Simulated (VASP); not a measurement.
HfO2: single point with PBE

HfO2:

```
CELL_PARAMETERS angstrom
5.29380 0.00000 0.00000
0.00000 5.06923 0.00000
0.00000 0.00000 5.10096
ATOMIC_POSITIONS crystal
Hf 0.03262 0.26629 0.23999
Hf 0.46738 0.26629 0.73999
Hf 0.53262 0.73371 0.23999
Hf 0.96738 0.73371 0.73999
O 0.36539 0.06760 0.38315
O 0.13461 0.06760 0.88315
O 0.72918 0.46281 0.48986
O 0.77082 0.46281 0.98986
O 0.27082 0.53719 0.98986
O 0.22918 0.53719 0.48986
O 0.86539 0.93240 0.38315
O 0.63461 0.93240 0.88315
```

```yaml
Program: VASP 6.6.1
Task: single point
Functional: PBE
Potentials_or_basis: VASP PAW PBE potentials, release 64 (Hf_pv, O)
Cutoff: 520 eV
k_mesh: 4 × 6 × 6
Occupations: gaussian, width 0.02 eV
Spin: no spin polarisation
```

| Item | Value |
| --- | --- |
| Pressure | -3.1 GPa |
| Largest force | 0.057 eV/Å |
| Band gap on the k mesh | 4.32 eV, indirect (least direct gap 4.57 eV) |

Forces on the atoms (eV/Å):
```
Hf   0.045 -0.005 -0.035
Hf  -0.045 -0.005 -0.035
Hf   0.045  0.005 -0.035
Hf  -0.045  0.005 -0.035
O   -0.014 -0.009  0.014
O    0.014 -0.009  0.014
O   -0.021  0.037  0.021
O    0.021  0.037  0.021
O    0.021 -0.037  0.021
O   -0.021 -0.037  0.021
O   -0.014  0.009  0.014
O    0.014  0.009  0.014
```

Stress tensor (GPa, compression positive):
```
-3.16  0.00  0.00
 0.00 -3.16  0.00
 0.00  0.00 -3.06
```

Levels at points of the mesh, in eV from the valence-band top:
| k point | band 42 | band 43 | band 44 | band 45 | band 46 | band 47 |
| --- | --- | --- | --- | --- | --- | --- |
| (0.00, 0.00, 0.00) | -0.22 | -0.11 | 0.00 | 4.79 | 5.03 | 5.19 |
| (0.50, 0.00, 0.00) | -0.70 | -0.39 | -0.39 | 5.04 | 5.04 | 5.46 |
| (0.00, 0.50, 0.00) | -0.43 | -0.17 | -0.15 | 4.42 | 4.77 | 4.85 |
| (0.50, 0.50, 0.00) | -0.67 | -0.48 | -0.48 | 4.60 | 4.60 | 5.00 |
| (0.00, 0.00, 0.50) | -0.37 | -0.27 | -0.27 | 4.51 | 4.51 | 5.14 |
| (0.50, 0.00, 0.50) | -0.69 | -0.69 | -0.69 | 5.03 | 5.03 | 5.03 |
| (0.00, 0.50, 0.50) | -0.96 | -0.35 | -0.35 | 4.44 | 4.44 | 4.79 |
| (0.50, 0.50, 0.50) | -0.84 | -0.84 | -0.84 | 4.56 | 4.56 | 4.56 |

It took 6.4 min on 1 thread of Intel Xeon 6975P-C, on a shared host, peak memory 0.41 GiB.

Caveat: spin-orbit coupling is left out, which moves the levels of the heavy elements. A k mesh can miss the band edges.
